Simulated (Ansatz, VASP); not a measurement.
## SnO2: VASP beside Ansatz

File INCAR:

```
SYSTEM = SnO2
PREC = Accurate
ENCUT = 520
EDIFF = 1E-6
ISMEAR = 1
SIGMA = 0.05
LREAL = .FALSE.
LASPH = .TRUE.
NELM = 80
ALGO = Normal
ISIF = 2
LWAVE = .FALSE.
LCHARG = .FALSE.
GGA = RE
NBANDS = 35
```

File KPOINTS:

```
Automatic mesh
0
G
  6 6 8
  0 0 0
```

The input POSCAR:

```
SnO2
1.0
    4.7380000000      0.0000000000      0.0000000000
    0.0000000000      4.7380000000      0.0000000000
    0.0000000000      0.0000000000      3.1865000000
Sn O
2 4
Direct
    0.0000000000      0.0000000000      0.0000000000
    0.5000000000      0.5000000000      0.5000000000
    0.3071000000      0.3071000000      0.0000000000
    0.1929000000      0.8071000000      0.5000000000
    0.6929000000      0.6929000000      0.0000000000
    0.8071000000      0.1929000000      0.5000000000
```

Input for Ansatz:

```yaml
crystal:
  lattice:
    - [4.738, 0.0, 0.0]
    - [0.0, 4.738, 0.0]
    - [0.0, 0.0, 3.1865]
  atoms:
    - { symbol: Sn, position: [0.0, 0.0, 0.0] }
    - { symbol: Sn, position: [0.5, 0.5, 0.5] }
    - { symbol: O, position: [0.3071, 0.3071, 0.0] }
    - { symbol: O, position: [0.1929, 0.8071, 0.5] }
    - { symbol: O, position: [0.6929, 0.6929, 0.0] }
    - { symbol: O, position: [0.8071, 0.1929, 0.5] }
kpoints:
  mp_grid:
    grid: [6, 6, 8]
hamiltonian:
  xc: revpbe
scf:
  occupations:
    method: methfessel_paxton
    width: 0.05
output:
  stress: true
```

Alike in both runs: task single point; functional revPBE; k mesh 6 × 6 × 8; occupations methfessel-paxton of order 1, width 0.05 eV; no spin polarisation.

```csv
,VASP,Ansatz
version,VASP 6.6.1,Ansatz 0.2.0
potentials or method,"VASP PAW PBE potentials, release 64 (Sn_d, O)","plane waves, PAW"
plane-wave cutoff (eV),520,420
valence electrons in the cell,52,52
```

|  | VASP | Ansatz | Ansatz less VASP |
| --- | --- | --- | --- |
| pressure (GPa) | 14.9 | 14.2 | -0.67 |
| traceless stress, the component that is largest in VASP (GPa) | 2.29 | 2.07 | -0.220 |

VASP's potentials were made for PBE, not for revPBE.
